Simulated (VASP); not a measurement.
# MgO (P6_3mc) in VASP: settings compared, part 2 of 3

VASP 6.6.1.

**3. Single point, r2SCAN (volume changed by -6%)**

File POSCAR:

```
MgO
1.0
    3.2210918786      0.0000000001      0.0000000000
   -1.6105459393      2.7895473948      0.0000000000
    0.0000000000      0.0000000000      4.9315954025
Mg O
2 2
Direct
    0.3333333333      0.6666666667     -0.0098385153
    0.6666666667      0.3333333333      0.4901614847
    0.3333333333      0.6666666667      0.3848385153
    0.6666666667      0.3333333333      0.8848385153
```

File INCAR.step1:

```
SYSTEM = MgO
PREC     = Accurate       ! precision mode
ENCUT    = 520            ! plane-wave cutoff, eV
ISMEAR   = 0              ! smearing method
SIGMA    = 0.01           ! smearing width, eV
LREAL    = .FALSE.        ! projectors in reciprocal space
LASPH    = .TRUE.         ! aspherical terms in the spheres
NELM     = 100            ! most SCF steps
NBANDS   = 16             ! bands
GGA      = PE             ! functional
ALGO     = Normal         ! electronic algorithm
EDIFF    = 1E-4           ! SCF threshold, eV
LWAVE    = .TRUE.         ! write WAVECAR
LCHARG   = .FALSE.        ! write CHGCAR
```

File INCAR.step2:

```
SYSTEM = MgO
PREC     = Accurate       ! precision mode
ENCUT    = 520            ! plane-wave cutoff, eV
EDIFF    = 1E-7           ! SCF threshold, eV
ISMEAR   = 0              ! smearing method
SIGMA    = 0.01           ! smearing width, eV
LREAL    = .FALSE.        ! projectors in reciprocal space
LASPH    = .TRUE.         ! aspherical terms in the spheres
NELM     = 100            ! most SCF steps
ALGO     = Normal         ! electronic algorithm
ISIF     = 2              ! what is computed and relaxed
LWAVE    = .FALSE.        ! write WAVECAR
LCHARG   = .FALSE.        ! write CHGCAR
METAGGA  = R2SCAN         ! meta-GGA
LMIXTAU  = .TRUE.       
NBANDS   = 16             ! bands
ISTART   = 1
```

File KPOINTS:

```
Automatic mesh
0
G
  9 9 4
  0 0 0
```

Potentials or basis: VASP PAW PBE potentials, release 64 (Mg, O).

On the command line:

```bash
cat potpaw_PBE.64/Mg/POTCAR potpaw_PBE.64/O/POTCAR > POTCAR
cp INCAR.step1 INCAR
mpirun -np 1 vasp_std > vasp.out
cp INCAR.step2 INCAR
mpirun -np 1 vasp_std > vasp.out
```

OUTCAR:

```text
SYSTEM = MgO
   PREC = Accurate
   ENCUT = 520
   EDIFF = 1E-7
   ISMEAR = 0
   LREAL = .FALSE.
   LASPH = .TRUE.
   NELM = 100
   ISIF = 2
   METAGGA = R2SCAN
   ISTART = 1

 ion  position               nearest neighbor table
   1  0.333  0.667  0.990-   4 1.93   4 1.93   4 1.93   3 1.95   2 3.09   2 3.09   2 3.09   2 3.09
                             2 3.09   2 3.09
   2  0.667  0.333  0.490-   3 1.93   3 1.93   3 1.93   4 1.95   1 3.09   1 3.09   1 3.09   1 3.09
                             1 3.09   1 3.09
   3  0.333  0.667  0.385-   2 1.93   2 1.93   2 1.93   1 1.95
   4  0.667  0.333  0.885-   1 1.93   1 1.93   1 1.93   2 1.95
[... 662 lines left out ...]
  -------------------------------------------------------------------------------------
  Total        2.4440653      2.4440653      2.1349009      0.0000000     -0.0000000      0.0000000
  in kB       88.3688288     88.3688288     77.1905273      0.0000000     -0.0000000      0.0000000
  external PRESSURE =      84.6427283 kB  Pullay stress =       0.0000000 kB

 VOLUME and BASIS-vectors are now :
 -----------------------------------------------------------------------------
  energy-cutoff  :      520.00
  volume of cell :       44.31
      direct lattice vectors                 reciprocal lattice vectors
     3.221091879  0.000000000  0.000000000     0.310453734  0.179240547  0.000000000
    -1.610545939  2.789547395  0.000000000    -0.000000000  0.358481093  0.000000000
     0.000000000  0.000000000  4.931595403     0.000000000  0.000000000  0.202774137

 POSITION                                       TOTAL-FORCE (eV/Angst)
 -----------------------------------------------------------------------------------
     -0.00000      1.85970      4.88308         0.000000     -0.000000     -0.056194
      1.61055      0.92985      2.41728        -0.000000      0.000000     -0.056194
     -0.00000      1.85970      1.89787         0.000000     -0.000000      0.056194
      1.61055      0.92985      4.36367        -0.000000     -0.000000      0.056194
 -----------------------------------------------------------------------------------
    total drift:                                0.000000      0.000001     -0.015475

  FREE ENERGIE OF THE ION-ELECTRON SYSTEM (eV)
  ---------------------------------------------------
  free  energy   TOTEN  =       -31.7866675581 eV

  energy  without entropy=      -31.7866675581  energy(sigma->0) =      -31.78666756
```

OSZICAR.step1:

```text
N       E                     dE             d eps       ncg     rms          rms(c)
DAV:   1     0.607325114750E+02    0.60733E+02   -0.77316E+03  1152   0.895E+02
DAV:   2    -0.240691502282E+02   -0.84802E+02   -0.79076E+02  1616   0.200E+02
DAV:   3    -0.277267833115E+02   -0.36576E+01   -0.36510E+01  1304   0.430E+01
DAV:   4    -0.277414048035E+02   -0.14621E-01   -0.14621E-01  1440   0.318E+00
DAV:   5    -0.277414770015E+02   -0.72198E-04   -0.72198E-04  1272   0.212E-01    0.119E+01
DAV:   6    -0.234164180590E+02    0.43251E+01   -0.11923E+01  1152   0.263E+01    0.367E+00
DAV:   7    -0.233819922830E+02    0.34426E-01   -0.14635E-01  1160   0.304E+00    0.219E+00
DAV:   8    -0.233777528185E+02    0.42395E-02   -0.83098E-02  1192   0.321E+00    0.475E-01
DAV:   9    -0.233755952654E+02    0.21576E-02   -0.27140E-03  1464   0.480E-01    0.173E-01
DAV:  10    -0.233762319926E+02   -0.63673E-03   -0.15408E-03  1184   0.261E-01    0.326E-02
DAV:  11    -0.233762491449E+02   -0.17152E-04   -0.12276E-05   616   0.291E-02
   1 F= -.23376249E+02 E0= -.23376249E+02  d E =-.554096E-78
```

Wall time 56 s (1 thread of AMD EPYC 9R45 (Zen 5), shared host); peak memory 0.15 GiB.

Results:

- Free energy: -31.7867 eV
- Pressure: 8.5 GPa
- Largest force: 0.056 eV/Å
- Band gap on the k mesh: 4.58 eV, direct

Forces in eV/Å, atoms in the order of the input:
```
Mg   0.000  0.000 -0.056
Mg   0.000  0.000 -0.056
O    0.000  0.000  0.056
O    0.000  0.000  0.056
```

Stress tensor (GPa, compression positive):
```
8.84 0.00 0.00
0.00 8.84 0.00
0.00 0.00 7.72
```

Caveat: the cell differs from its parent crystal (volume changed by -6%); the PAW data sets were made with another functional, which shifts forces and pressure a little.

**4. Single point, r2SCAN (volume changed by -3%)**

File POSCAR:

```
MgO
1.0
    3.2550006007      0.0000000001      0.0000000000
   -1.6275003004      2.8189132096      0.0000000000
    0.0000000000      0.0000000000      4.9835107482
Mg O
2 2
Direct
    0.3333333333      0.6666666667     -0.0098385153
    0.6666666667      0.3333333333      0.4901614847
    0.3333333333      0.6666666667      0.3848385153
    0.6666666667      0.3333333333      0.8848385153
```

File INCAR.step1:

```
PREC     = Accurate       # precision mode
ENCUT    = 520            # plane-wave cutoff, eV
ISMEAR   = 0              # smearing method
SIGMA    = 0.01           # smearing width, eV
LREAL    = F              # projectors in reciprocal space
LASPH    = T              # aspherical terms in the spheres
NELM     = 80             # most SCF steps
NBANDS   = 16             # bands
GGA      = PE             # functional
ALGO     = Normal         # electronic algorithm
EDIFF    = 1E-4           # SCF threshold, eV
LWAVE    = T              # write WAVECAR
LCHARG   = F              # write CHGCAR
```

File INCAR.step2:

```
PREC     = Accurate       # precision mode
ENCUT    = 520            # plane-wave cutoff, eV
EDIFF    = 1E-7           # SCF threshold, eV
ISMEAR   = 0              # smearing method
SIGMA    = 0.01           # smearing width, eV
LREAL    = F              # projectors in reciprocal space
LASPH    = T              # aspherical terms in the spheres
NELM     = 80             # most SCF steps
ALGO     = Normal         # electronic algorithm
ISIF     = 2              # what is computed and relaxed
LWAVE    = F              # write WAVECAR
LCHARG   = T              # write CHGCAR
METAGGA  = R2SCAN         # meta-GGA
LMIXTAU  = T            
LELF     = T              # ELF
LVHAR    = T            
NBANDS   = 16             # bands
ISTART   = 1
```

File KPOINTS:

```
regular mesh
0
Gamma
  9 9 4
```

On the command line:

```bash
cat potpaw_PBE.64/Mg/POTCAR potpaw_PBE.64/O/POTCAR > POTCAR
cp INCAR.step1 INCAR
mpirun -np 1 vasp_std > vasp.out
cp INCAR.step2 INCAR
mpirun -np 1 vasp_std > vasp.out
```

Wall time 60 s (1 thread of AMD EPYC 9R45 (Zen 5), shared host); peak memory 0.15 GiB.

Results (log left out):

```yaml
Free_energy: -31.8409 eV
Pressure: 3.6 GPa
Largest_force: 0.026 eV/Å
Band_gap_on_the_k_mesh: 4.39 eV, direct
```

Forces in eV/Å, atoms in the order of the input:
```
Mg   0.000  0.000 -0.026
Mg   0.000  0.000 -0.026
O    0.000  0.000  0.026
O    0.000  0.000  0.026
```

Stress tensor (GPa, compression positive):
```
3.77 0.00 0.00
0.00 3.77 0.00
0.00 0.00 3.29
```

Levels at points of the mesh, in eV from the valence-band top:
```tsv
k point	band 5	band 6	band 7	band 8	band 9	band 10	band 11	band 12
(0.00, 0.00, 0.00)	-0.71	-0.39	-0.39	0.00	4.39	9.67	11.43	15.47
(0.00, 0.00, 0.50)	-0.55	-0.55	-0.55	-0.55	6.92	6.92	14.46	14.46
```

Caveat: the cell differs from its parent crystal (volume changed by -3%); the PAW data sets were made with another functional, which shifts forces and pressure a little.

**5. Single point, r2SCAN**

This run uses another cell than the first one, of 11.79 Å³/atom, 0.913 times its volume.

File POSCAR:

```
MgO
1.0
    3.2882171868      0.0000000001      0.0000000000
   -1.6441085934      2.8476796169      0.0000000000
    0.0000000000      0.0000000000      5.0343664111
Mg O
2 2
Direct
    0.3333333333      0.6666666667     -0.0098385153
    0.6666666667      0.3333333333      0.4901614847
    0.3333333333      0.6666666667      0.3848385153
    0.6666666667      0.3333333333      0.8848385153
```

File INCAR.step1:

```
SYSTEM = MgO
PREC = Accurate
ENCUT = 520
ISMEAR = 0
SIGMA = 0.01
LREAL = .FALSE.
LASPH = .TRUE.
NELM = 80
NBANDS = 16
GGA = PE
ALGO = Normal
EDIFF = 1E-4
LWAVE = .TRUE.
LCHARG = .FALSE.
```

File INCAR.step2:

```
SYSTEM = MgO
PREC = Accurate
ENCUT = 520
EDIFF = 1E-6
ISMEAR = 0
SIGMA = 0.01
LREAL = .FALSE.
LASPH = .TRUE.
NELM = 80
ALGO = Normal
ISIF = 2
LWAVE = .FALSE.
LCHARG = .TRUE.
METAGGA = R2SCAN
LMIXTAU = .TRUE.
LELF = .TRUE.
LVHAR = .TRUE.
NBANDS = 16
ISTART = 1
```

File KPOINTS:

```
regular mesh
0
G
  9 9 4
  0 0 0
```

Potentials or basis: VASP PAW PBE potentials, release 64 (Mg, O).

On the command line:

```bash
cat potpaw_PBE.64/Mg/POTCAR potpaw_PBE.64/O/POTCAR > POTCAR
cp INCAR.step1 INCAR
mpirun -np 1 vasp_std > vasp.out
cp INCAR.step2 INCAR
mpirun -np 1 vasp_std > vasp.out
```

OUTCAR:

```text
SYSTEM = MgO
   PREC = Accurate
   ENCUT = 520
   EDIFF = 1E-6
   ISMEAR = 0
   LREAL = .FALSE.
   LASPH = .TRUE.
   NELM = 80
   ISIF = 2
   METAGGA = R2SCAN
   ISTART = 1

 ion  position               nearest neighbor table
   1  0.333  0.667  0.990-   4 1.97   4 1.97   4 1.97   3 1.99   2 3.15   2 3.15   2 3.15   2 3.15
                             2 3.15   2 3.15
   2  0.667  0.333  0.490-   3 1.97   3 1.97   3 1.97   4 1.99   1 3.15   1 3.15   1 3.15   1 3.15
                             1 3.15   1 3.15
   3  0.333  0.667  0.385-   2 1.97   2 1.97   2 1.97   1 1.99
   4  0.667  0.333  0.885-   1 1.97   1 1.97   1 1.97   2 1.99

  LATTYP: Found a hexagonal cell.
 ALAT       =     3.2882171868
 C/A-ratio  =     1.5310322053

  Lattice vectors:

 A1 = (   3.2882171868,   0.0000000001,   0.0000000000)
 A2 = (  -1.6441085934,   2.8476796169,   0.0000000000)
 A3 = (   0.0000000000,   0.0000000000,   5.0343664111)

Analysis of symmetry for initial positions (statically):
=====================================================================
 Subroutine PRICEL returns:
 Original cell was already a primitive cell.

 Routine SETGRP: Setting up the symmetry group for a
 hexagonal supercell.

 Subroutine GETGRP returns: Found 12 space group operations
 (whereof  6 operations were pure point group operations)
 out of a pool of 24 trial point group operations.

The static configuration has the point symmetry C_3v.
 The point group associated with its full space group is C_6v.

Analysis of symmetry for dynamics (positions and initial velocities):
=====================================================================
 Subroutine PRICEL returns:
 Original cell was already a primitive cell.

 Routine SETGRP: Setting up the symmetry group for a
 hexagonal supercell.

 Subroutine GETGRP returns: Found 12 space group operations
 (whereof  6 operations were pure point group operations)
 out of a pool of 24 trial point group operations.

The dynamic configuration has the point symmetry C_3v.
 The point group associated with its full space group is C_6v.

 Subroutine INISYM returns: Found 12 space group operations
 (whereof  6 operations are pure point group operations),
 and found     1 'primitive' translations

----------------------------------------------------------------------------------------

                                     Primitive cell

  volume of cell :      47.1407

  direct lattice vectors                    reciprocal lattice vectors
     3.288217187  0.000000000  0.000000000     0.304116165  0.175581550  0.000000000
    -1.644108593  2.847679617  0.000000000    -0.000000000  0.351163099  0.000000000
     0.000000000  0.000000000  5.034366411     0.000000000  0.000000000  0.198634727

  length of vectors
     3.288217187  3.288217187  5.034366411     0.351163099  0.351163099  0.198634727

  position of ions in fractional coordinates (direct lattice)
     0.333333333  0.666666667  0.990161485
     0.666666667  0.333333333  0.490161485
     0.333333333  0.666666667  0.384838515
     0.666666667  0.333333333  0.884838515

  ion indices of the primitive-cell ions
   primitive index   ion index
                 1           1
                 2           2
                 3           3
                 4           4

----------------------------------------------------------------------------------------

 KPOINTS: regular mesh

Automatic generation of k-mesh.
 Grid dimensions read from file:
 generate k-points for:    9    9    4

 Generating k-lattice:

  Cartesian coordinates                     Fractional coordinates (reciprocal lattice)
     0.033790685  0.019509061  0.000000000     0.111111111 -0.000000000  0.000000000
    -0.000000000  0.039018122  0.000000000     0.000000000  0.111111111  0.000000000
     0.000000000  0.000000000  0.049658682     0.000000000  0.000000000  0.250000000

  Length of vectors
     0.039018122  0.039018122  0.049658682

  Shift w.r.t. Gamma in fractional coordinates (k-lattice)
     0.000000000  0.000000000  0.000000000

 Subroutine IBZKPT returns following result:
 ===========================================

 Found     36 irreducible k-points:

 Following reciprocal coordinates:
            Coordinates               Weight
  0.000000  0.000000  0.000000      1.000000
  0.111111  0.000000  0.000000      6.000000
  0.222222  0.000000  0.000000      6.000000
  0.333333  0.000000  0.000000      6.000000
  0.444444  0.000000  0.000000      6.000000
  0.111111  0.111111  0.000000      6.000000
[... 16 lines left out ...]
  0.333333  0.222222  0.250000     24.000000
  0.333333  0.333333  0.250000      4.000000
 [... further k-points ...]
   k-points           NKPTS =     36   k-points in BZ     NKDIM =     36   number of bands    NBANDS=     16
   number of dos      NEDOS =    301   number of ions     NIONS =      4
   total plane-waves  NPLWV =  23040
   dimension x,y,z NGX =    24 NGY =   24 NGZ =   40
   dimension x,y,z NGXF=    48 NGYF=   48 NGZF=   80
   ions per type =               2   2
   NGX,Y,Z   is equivalent  to a cutoff of  12.13, 12.13, 13.21 a.u.
   NGXF,Y,Z  is equivalent  to a cutoff of  24.27, 24.27, 26.42 a.u.
 SYSTEM =  MgO
   PREC   = accura    normal or accurate (medium, high low for compatibility)
   ISTART =      1    job   : 0-new  1-cont  2-samecut
   ICHARG =      0    charge: 1-file 2-atom 10-const
   ISPIN  =      1    spin polarized calculation?
   LNONCOLLINEAR =      F non collinear calculations
   LSORBIT =      F    spin-orbit coupling
   LASPH  =      T    aspherical Exc in radial PAW
   ENCUT  =  520.0 eV  38.22 Ry    6.18 a.u.   6.11  6.11  9.36*2*pi/ulx,y,z
   NELM   =     80;   NELMIN=  2; NELMDL=  0     # of ELM steps
   EDIFF  = 0.1E-05   stopping-criterion for ELM
   LREAL  =      F    real-space projection
   EDIFFG = 0.1E-04   stopping-criterion for IOM
   NSW    =      0    number of steps for IOM
   IBRION =     -1    ionic relax: 0-MD 1-quasi-New 2-CG
   NFREE  =      0    steps in history (QN), initial steepest desc. (CG)
   ISIF   =      2    stress and relaxation
   ISYM   =      2    0-nonsym 1-usesym 2-fastsym
   POTIM  = 0.5000    time-step for ionic-motion
   TEBEG  =    0.0;   TEEND  =   0.0 temperature during run
   PSTRESS=    0.0 pullay stress
   NELECT =      16.0000    total number of electrons
   NUPDOWN=      -1.0000    fix difference up-down
   EMIN   =  10.00;   EMAX   =-10.00  energy-range for DOS
   EFERMI =   0.00;   METHOD = LEGACY
   ISMEAR =     0;   SIGMA  =   0.01  broadening in eV -4-tet -1-fermi 0-gaus
   EFERMI_NEDOS =   21; number of points for ismear=-14 and -15
   IALGO  =     38    algorithm
   IMIX   =      4    mixing-type and parameters
     AMIX     =   0.40;   BMIX     =  1.00
     AMIX_MAG =   1.60;   BMIX_MAG =  1.00
  volume/ion in A,a.u.               =      11.79        79.53
  Fermi-wavevector in a.u.,A,eV,Ry     =   1.141956  2.157984 17.742859  1.304063
  Thomas-Fermi vector in A             =   2.278655
   LORBIT       =      0    0 simple, 1 ext, 2 COOP (PROOUT), +10 PAW based schemes
   METAGGA = R2SCAN    functional components
   LHFCALC =     F    Hartree Fock is set to
   AEXX    =    0.0000 exact exchange contribution
   IVDW    =     0    specifies the selected vdW correction
   LEPSILON=     F    determine dielectric tensor
   LRPA    =     F    only Hartree local field effects (RPA)
 non-spin polarized calculation
 Gauss-broadening in eV      SIGMA  =   0.01
  energy-cutoff  :      520.00
  volume of cell :       47.14
 maximum number of plane-waves:      1286
   NGX = 13   NGY = 13   NGZ = 19

 number of electron      16.0000010 magnetization

 Free energy of the ion-electron system (eV)
  ---------------------------------------------------
  ext. energy  EPLUGINS =         0.00000000
  ---------------------------------------------------
  free energy    TOTEN  =       -31.85552272 eV

  energy without entropy =      -31.85552272  energy(sigma->0) =      -31.85552272

 E-fermi :   0.8070     XC(G=0): -10.2038

 val. band max:        0.6743261828   @ k =   0.0000   0.0000   0.0000
 cond. band min:       4.8821529677   @ k =   0.0000   0.0000   0.0000
 fundamental gap:      4.2078267849
 Fermi energy:         0.8070043411

 k-point     1 :       0.0000    0.0000    0.0000
  band No.  band energies     occupation
      1     -16.4792      2.00000
      2     -15.7179      2.00000
      3      -2.5703      2.00000
      4      -0.0156      2.00000
      5      -0.0156      2.00000
      6       0.2980      2.00000
[... 433 lines left out ...]
      3      -1.8584      2.00000
      4      -1.6208      2.00000
      5      -1.6208      2.00000
      6      -0.8694      2.00000
[... 8 lines left out ...]
     15      15.5302      0.00000
     16      19.6497      0.00000

 [... further k-points ...]
[... 5 lines left out ...]
  --------------------------------------------------------------------------------------
  -------------------------------------------------------------------------------------
  Total       -0.1655770     -0.1655770     -0.1447923     -0.0000000     -0.0000000      0.0000000
  in kB       -5.6274813     -5.6274813     -4.9210695     -0.0000000     -0.0000000      0.0000000
  external PRESSURE =      -5.3920107 kB  Pullay stress =       0.0000000 kB

 VOLUME and BASIS-vectors are now :
 -----------------------------------------------------------------------------
  energy-cutoff  :      520.00
  volume of cell :       47.14
      direct lattice vectors                 reciprocal lattice vectors
     3.288217187  0.000000000  0.000000000     0.304116165  0.175581550  0.000000000
    -1.644108593  2.847679617  0.000000000    -0.000000000  0.351163099  0.000000000
     0.000000000  0.000000000  5.034366411     0.000000000  0.000000000  0.198634727

 POSITION                                       TOTAL-FORCE (eV/Angst)
 -----------------------------------------------------------------------------------
     -0.00000      1.89845      4.98484         0.000000     -0.000000      0.002077
      1.64411      0.94923      2.46765        -0.000000      0.000000      0.002077
     -0.00000      1.89845      1.93742        -0.000000      0.000000     -0.002077
      1.64411      0.94923      4.45460         0.000000     -0.000000     -0.002077
 -----------------------------------------------------------------------------------
    total drift:                                0.000000      0.000000     -0.002318

  FREE ENERGIE OF THE ION-ELECTRON SYSTEM (eV)
  ---------------------------------------------------
  free  energy   TOTEN  =       -31.8555227162 eV

  energy  without entropy=      -31.8555227162  energy(sigma->0) =      -31.85552272
```

Run time: 49 s. Hardware: 1 thread of AMD EPYC 9R45 (Zen 5), shared host; peak memory 0.15 GiB.

Results:

```
Free energy            : -31.8555 eV
Pressure               : -0.5 GPa
Band gap on the k mesh : 4.21 eV, direct
```

Forces on the atoms (eV/Å):
```
Mg   0.000  0.000  0.002
Mg   0.000  0.000  0.002
O    0.000  0.000 -0.002
O    0.000  0.000 -0.002
```

Caveat: the PAW data sets were made with another functional, which shifts forces and pressure a little. r2SCAN opens gaps a little over a GGA but as a rule still falls short of measured ones.

[end of part 2 of 3]
